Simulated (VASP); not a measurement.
# NaCl (Fm-3m) in VASP: notebook

The runs below take NaCl through single point, with r2SCAN.

All numbers are computed with VASP 6.6.1; they aren't measurements. Logs are shortened: lines on timing, memory, paths and dates and some standing lists are left out, and cuts for length are marked.

## 1. The cell of the first run

The structure is cubic, space group Fm-3m (No. 225). The conventional cell has a = 5.663 Å, b = 5.663 Å, c = 5.663 Å, α = 90.00°, β = 90.00°, γ = 90.00°. Na (site symmetry m-3m) has 6 Cl at 2.83 Å within 3.7 Å. Cl (site symmetry m-3m) has 6 Na at 2.83 Å within 3.7 Å.

## 2. Single point, r2SCAN

POSCAR reads:

```
NaCl
1.0
    0.0000000000      2.8317500000      2.8317500000
    2.8317500000      0.0000000000      2.8317500000
    2.8317500000      2.8317500000      0.0000000000
Na Cl
1 1
Direct
    0.0000000000      0.0000000000      0.0000000000
    0.5000000000      0.5000000000      0.5000000000
```

INCAR.step1 reads:

```
SYSTEM = NaCl
PREC = Accurate
ENCUT = 520
ISMEAR = 0
SIGMA = 0.05
LREAL = .FALSE.
LASPH = .TRUE.
NELM = 80
NBANDS = 14
GGA = PE
ALGO = Normal
EDIFF = 1E-4
LWAVE = .TRUE.
LCHARG = .FALSE.
```

INCAR.step2 reads:

```
SYSTEM = NaCl
PREC = Accurate
ENCUT = 520
EDIFF = 1E-6
ISMEAR = 0
SIGMA = 0.05
LREAL = .FALSE.
LASPH = .TRUE.
NELM = 80
ALGO = Normal
ISIF = 2
LWAVE = .FALSE.
LCHARG = .FALSE.
METAGGA = R2SCAN
LMIXTAU = .TRUE.
NBANDS = 14
ISTART = 1
```

KPOINTS reads:

```
regular mesh
0
G
  8 8 8
  0 0 0
```

Potentials or basis: VASP PAW PBE potentials, release 64 (Na_pv, Cl).

The run is started by

```console
$ cat potpaw_PBE.64/Na_pv/POTCAR potpaw_PBE.64/Cl/POTCAR > POTCAR
$ cp INCAR.step1 INCAR
$ mpirun -np 1 vasp_std > vasp.out
$ cp INCAR.step2 INCAR
$ mpirun -np 1 vasp_std > vasp.out
```

OUTCAR:

```text
SYSTEM = NaCl
   PREC = Accurate
   ENCUT = 520
   EDIFF = 1E-6
   ISMEAR = 0
   LREAL = .FALSE.
   LASPH = .TRUE.
   NELM = 80
   ISIF = 2
   METAGGA = R2SCAN
   ISTART = 1

 ion  position               nearest neighbor table
   1  0.000  0.000  0.000-
   2  0.500  0.500  0.500-

  LATTYP: Found a face centered cubic cell.
 ALAT       =     5.6635000000

  Lattice vectors:

 A1 = (   0.0000000000,   2.8317500000,   2.8317500000)
 A2 = (   2.8317500000,   0.0000000000,   2.8317500000)
 A3 = (   2.8317500000,   2.8317500000,   0.0000000000)

Analysis of symmetry for initial positions (statically):
=====================================================================
 Subroutine PRICEL returns:
 Original cell was already a primitive cell.

 Routine SETGRP: Setting up the symmetry group for a
 face centered cubic supercell.

 Subroutine GETGRP returns: Found 48 space group operations
 (whereof 48 operations were pure point group operations)
 out of a pool of 48 trial point group operations.

The static configuration has the point symmetry O_h .

Analysis of symmetry for dynamics (positions and initial velocities):
=====================================================================
 Subroutine PRICEL returns:
 Original cell was already a primitive cell.

 Routine SETGRP: Setting up the symmetry group for a
 face centered cubic supercell.

 Subroutine GETGRP returns: Found 48 space group operations
 (whereof 48 operations were pure point group operations)
 out of a pool of 48 trial point group operations.

The dynamic configuration has the point symmetry O_h .

 Subroutine INISYM returns: Found 48 space group operations
 (whereof 48 operations are pure point group operations),
 and found     1 'primitive' translations

----------------------------------------------------------------------------------------

                                     Primitive cell

  volume of cell :      45.4145

  direct lattice vectors                    reciprocal lattice vectors
     0.000000000  2.831750000  2.831750000    -0.176569259  0.176569259  0.176569259
     2.831750000  0.000000000  2.831750000     0.176569259 -0.176569259  0.176569259
     2.831750000  2.831750000  0.000000000     0.176569259  0.176569259 -0.176569259

  length of vectors
     4.004699255  4.004699255  4.004699255     0.305826928  0.305826928  0.305826928

  position of ions in fractional coordinates (direct lattice)
     0.000000000  0.000000000  0.000000000
     0.500000000  0.500000000  0.500000000

  ion indices of the primitive-cell ions
   primitive index   ion index
                 1           1
                 2           2

----------------------------------------------------------------------------------------

 KPOINTS: regular mesh

Automatic generation of k-mesh.
 Grid dimensions read from file:
 generate k-points for:    8    8    8

 Generating k-lattice:

  Cartesian coordinates                     Fractional coordinates (reciprocal lattice)
    -0.022071157  0.022071157  0.022071157     0.125000000  0.000000000  0.000000000
     0.022071157 -0.022071157  0.022071157     0.000000000  0.125000000  0.000000000
     0.022071157  0.022071157 -0.022071157     0.000000000  0.000000000  0.125000000

  Length of vectors
     0.038228366  0.038228366  0.038228366

  Shift w.r.t. Gamma in fractional coordinates (k-lattice)
     0.000000000  0.000000000  0.000000000

 Subroutine IBZKPT returns following result:
 ===========================================

 Found     29 irreducible k-points:

 Following reciprocal coordinates:
            Coordinates               Weight
  0.000000  0.000000  0.000000      1.000000
  0.125000  0.000000  0.000000      8.000000
  0.250000  0.000000  0.000000      8.000000
  0.375000  0.000000  0.000000      8.000000
  0.500000  0.000000  0.000000      4.000000
  0.125000  0.125000  0.000000      6.000000
[... 16 lines left out ...]
  0.500000  0.250000  0.125000     48.000000
 -0.375000  0.250000  0.125000     24.000000
 [... further k-points ...]
   k-points           NKPTS =     29   k-points in BZ     NKDIM =     29   number of bands    NBANDS=     14
   number of dos      NEDOS =    301   number of ions     NIONS =      2
   total plane-waves  NPLWV =  27000
   dimension x,y,z NGX =    30 NGY =   30 NGZ =   30
   dimension x,y,z NGXF=    60 NGYF=   60 NGZF=   60
   ions per type =               1   1
   NGX,Y,Z   is equivalent  to a cutoff of  12.45, 12.45, 12.45 a.u.
   NGXF,Y,Z  is equivalent  to a cutoff of  24.91, 24.91, 24.91 a.u.
 SYSTEM =  NaCl
   PREC   = accura    normal or accurate (medium, high low for compatibility)
   ISTART =      1    job   : 0-new  1-cont  2-samecut
   ICHARG =      0    charge: 1-file 2-atom 10-const
   ISPIN  =      1    spin polarized calculation?
   LNONCOLLINEAR =      F non collinear calculations
   LSORBIT =      F    spin-orbit coupling
   LASPH  =      T    aspherical Exc in radial PAW
   ENCUT  =  520.0 eV  38.22 Ry    6.18 a.u.   7.45  7.45  7.45*2*pi/ulx,y,z
   NELM   =     80;   NELMIN=  2; NELMDL=  0     # of ELM steps
   EDIFF  = 0.1E-05   stopping-criterion for ELM
   LREAL  =      F    real-space projection
   EDIFFG = 0.1E-04   stopping-criterion for IOM
   NSW    =      0    number of steps for IOM
   IBRION =     -1    ionic relax: 0-MD 1-quasi-New 2-CG
   NFREE  =      0    steps in history (QN), initial steepest desc. (CG)
   ISIF   =      2    stress and relaxation
   ISYM   =      2    0-nonsym 1-usesym 2-fastsym
   POTIM  = 0.5000    time-step for ionic-motion
   TEBEG  =    0.0;   TEEND  =   0.0 temperature during run
   PSTRESS=    0.0 pullay stress
   NELECT =      14.0000    total number of electrons
   NUPDOWN=      -1.0000    fix difference up-down
   EMIN   =  10.00;   EMAX   =-10.00  energy-range for DOS
   EFERMI =   0.00;   METHOD = LEGACY
   ISMEAR =     0;   SIGMA  =   0.05  broadening in eV -4-tet -1-fermi 0-gaus
   EFERMI_NEDOS =   21; number of points for ismear=-14 and -15
   IALGO  =     38    algorithm
   IMIX   =      4    mixing-type and parameters
     AMIX     =   0.40;   BMIX     =  1.00
     AMIX_MAG =   1.60;   BMIX_MAG =  1.00
  volume/ion in A,a.u.               =      22.71       153.24
  Fermi-wavevector in a.u.,A,eV,Ry     =   1.105909  2.089864 16.640388  1.223034
  Thomas-Fermi vector in A             =   2.242402
   LORBIT       =      0    0 simple, 1 ext, 2 COOP (PROOUT), +10 PAW based schemes
   METAGGA = R2SCAN    functional components
   LHFCALC =     F    Hartree Fock is set to
   AEXX    =    0.0000 exact exchange contribution
   IVDW    =     0    specifies the selected vdW correction
   LEPSILON=     F    determine dielectric tensor
   LRPA    =     F    only Hartree local field effects (RPA)
 non-spin polarized calculation
 Gauss-broadening in eV      SIGMA  =   0.05
  energy-cutoff  :      520.00
  volume of cell :       45.41
 maximum number of plane-waves:      1243
 NGX is ok and might be reduce to    30
   NGX = 15   NGY = 15   NGZ = 15

 number of electron      13.9999993 magnetization

 Free energy of the ion-electron system (eV)
  ---------------------------------------------------
  ext. energy  EPLUGINS =         0.00000000
  ---------------------------------------------------
  free energy    TOTEN  =       -13.78513561 eV

  energy without entropy =      -13.78513561  energy(sigma->0) =      -13.78513561

 E-fermi :  -0.9093     XC(G=0):  -8.5858

 val. band max:       -1.2352433033   @ k =   0.0000   0.0000   0.0000
 cond. band min:       4.6348932100   @ k =   0.0000   0.0000   0.0000
 fundamental gap:      5.8701365134
 Fermi energy:        -0.9093210985

 k-point     1 :       0.0000    0.0000    0.0000
  band No.  band energies     occupation
      1     -22.7779      2.00000
      2     -22.7776      2.00000
      3     -22.7776      2.00000
      4     -14.4291      2.00000
      5      -1.2352      2.00000
      6      -1.2352      2.00000
      7      -1.2352      2.00000
      8       4.6349      0.00000
      9      10.5128      0.00000
     10      10.5129      0.00000
     11      10.5129      0.00000
     12      12.7464      0.00000
     13      12.7464      0.00000
     14      14.3097      0.00000

 k-point     2 :       0.1250    0.0000    0.0000
  band No.  band energies     occupation
      1     -22.7816      2.00000
      2     -22.7782      2.00000
      3     -22.7778      2.00000
      4     -14.3832      2.00000
      5      -1.5854      2.00000
      6      -1.2770      2.00000
      7      -1.2770      2.00000
      8       5.1192      0.00000
      9       9.9690      0.00000
     10      10.7187      0.00000
     11      10.7187      0.00000
     12      12.5208      0.00000
     13      12.5208      0.00000
     14      15.3065      0.00000

 k-point     3 :       0.2500    0.0000    0.0000
  band No.  band energies     occupation
      1     -22.7911      2.00000
      2     -22.7788      2.00000
      3     -22.7785      2.00000
      4     -14.2694      2.00000
      5      -2.2954      2.00000
      6      -1.3747      2.00000
      7      -1.3747      2.00000
      8       6.0763      0.00000
      9       9.4427      0.00000
     10      10.8715      0.00000
     11      10.8718      0.00000
     12      12.7423      0.00000
     13      12.7424      0.00000
     14      15.3828      0.00000
[... 324 lines left out ...]
 k-point    23 :       0.5000    0.2500    0.1250
  band No.  band energies     occupation
      1     -22.7970      2.00000
      2     -22.7845      2.00000
      3     -22.7806      2.00000
      4     -14.1061      2.00000
      5      -2.7370      2.00000
      6      -1.9154      2.00000
      7      -1.5968      2.00000
      8       7.6404      0.00000
      9       9.0454      0.00000
     10       9.4892      0.00000
     11      11.4925      0.00000
     12      13.2702      0.00000
     13      15.6665      0.00000
     14      16.1100      0.00000

 k-point    24 :      -0.3750    0.2500    0.1250
  band No.  band energies     occupation
      1     -22.7989      2.00000
      2     -22.7850      2.00000
      3     -22.7814      2.00000
      4     -14.0687      2.00000
      5      -2.8543      2.00000
      6      -1.9933      2.00000
      7      -1.6494      2.00000
      8       7.7487      0.00000
      9       9.1883      0.00000
     10       9.7225      0.00000
     11      11.3089      0.00000
     12      13.8884      0.00000
     13      15.2741      0.00000
     14      16.2077      0.00000

 [... further k-points ...]

------------------------ aborting loop because EDIFF is reached ----------------------------------------

  FORCE on cell =-STRESS in cart. coord.  units (eV):
  Direction    XX          YY          ZZ          XY          YZ          ZX
  --------------------------------------------------------------------------------------
  -------------------------------------------------------------------------------------
  Total       -0.2787350     -0.2787350     -0.2787350      0.0000000      0.0000000     -0.0000000
  in kB       -9.8334830     -9.8334830     -9.8334830      0.0000000      0.0000000     -0.0000000
  external PRESSURE =      -9.8334830 kB  Pullay stress =       0.0000000 kB

 VOLUME and BASIS-vectors are now :
 -----------------------------------------------------------------------------
  energy-cutoff  :      520.00
  volume of cell :       45.41
      direct lattice vectors                 reciprocal lattice vectors
     0.000000000  2.831750000  2.831750000    -0.176569259  0.176569259  0.176569259
     2.831750000  0.000000000  2.831750000     0.176569259 -0.176569259  0.176569259
     2.831750000  2.831750000  0.000000000     0.176569259  0.176569259 -0.176569259

 POSITION                                       TOTAL-FORCE (eV/Angst)
 -----------------------------------------------------------------------------------
      0.00000      0.00000      0.00000        -0.000000      0.000000      0.000000
      2.83175      2.83175      2.83175         0.000000     -0.000000     -0.000000
 -----------------------------------------------------------------------------------
    total drift:                               -0.000000      0.000000      0.000000

  FREE ENERGIE OF THE ION-ELECTRON SYSTEM (eV)
  ---------------------------------------------------
  free  energy   TOTEN  =       -13.7851356059 eV

  energy  without entropy=      -13.7851356059  energy(sigma->0) =      -13.78513561
```

It took 34 s on 1 thread of Intel Xeon 6975P-C (Granite Rapids), shared host; peak memory 0.16 GiB.

Results:

```
Free energy            : -13.7851 eV
Pressure               : -1.0 GPa
Band gap on the k mesh : 5.87 eV, direct
```

Levels at points of the mesh, in eV from the valence-band top:
| k point | band 3 | band 4 | band 5 | band 6 | band 7 | band 8 | band 9 | band 10 | band 11 | band 12 |
| --- | --- | --- | --- | --- | --- | --- | --- | --- | --- | --- |
| (0.00, 0.00, 0.00) | -21.54 | -13.19 | 0.00 | 0.00 | 0.00 | 5.87 | 11.75 | 11.75 | 11.75 | 13.98 |
| (0.50, 0.00, 0.00) | -21.54 | -12.87 | -1.88 | -0.27 | -0.27 | 7.92 | 11.51 | 11.74 | 11.74 | 15.89 |
| (0.50, 0.50, 0.00) | -21.55 | -12.82 | -1.65 | -0.59 | -0.59 | 8.41 | 8.62 | 12.11 | 15.80 | 15.80 |

Caveat: the PAW data sets were made with another functional, which shifts forces and pressure a little. r2SCAN opens gaps a little over a GGA but as a rule still falls short of measured ones.

## 3. Single point, r2SCAN

POSCAR is that of step 2.

INCAR.step1 reads:

```
ALGO = Normal
EDIFF = 1E-4
ENCUT = 520
GGA = PE
ISMEAR = 0
LASPH = T
LCHARG = F
LREAL = F
LWAVE = T
NBANDS = 14
NELM = 60
PREC = Accurate
SIGMA = 0.05
```

INCAR.step2 reads:

```
ALGO = Normal
EDIFF = 1E-6
ENCUT = 520
ISIF = 2
ISMEAR = 0
ISTART = 1
LASPH = T
LCHARG = F
LMIXTAU = T
LREAL = F
LWAVE = F
METAGGA = R2SCAN
NBANDS = 14
NELM = 60
PREC = Accurate
SIGMA = 0.05
```

KPOINTS reads:

```
k-points
0
Gamma
  8 8 8
```

Potentials or basis: VASP PAW PBE potentials, release 64 (Na_pv, Cl).

The run is started by

```console
$ cat potpaw_PBE.64/Na_pv/POTCAR potpaw_PBE.64/Cl/POTCAR > POTCAR
$ cp INCAR.step1 INCAR
$ mpirun -np 1 vasp_std > vasp.out
$ cp INCAR.step2 INCAR
$ mpirun -np 1 vasp_std > vasp.out
```

Wall time 34 s (1 thread of Intel Xeon 6975P-C (Granite Rapids), shared host); peak memory 0.16 GiB.

It converged, with:

| Item | Value |
| --- | --- |
| Free energy | -13.7851 eV |
| Pressure | -1.0 GPa |
| Band gap on the k mesh | 5.87 eV, direct |

Levels at points of the mesh, in eV from the valence-band top:
```csv
k point,band 5,band 6,band 7,band 8,band 9,band 10
"(0.00, 0.00, 0.00)",0.00,0.00,0.00,5.87,11.75,11.75
"(0.50, 0.00, 0.00)",-1.88,-0.27,-0.27,7.92,11.51,11.74
"(0.50, 0.50, 0.00)",-1.65,-0.59,-0.59,8.41,8.62,12.11
```

Caveat: the PAW data sets were made with another functional, which shifts forces and pressure a little. A k mesh can miss the band edges.
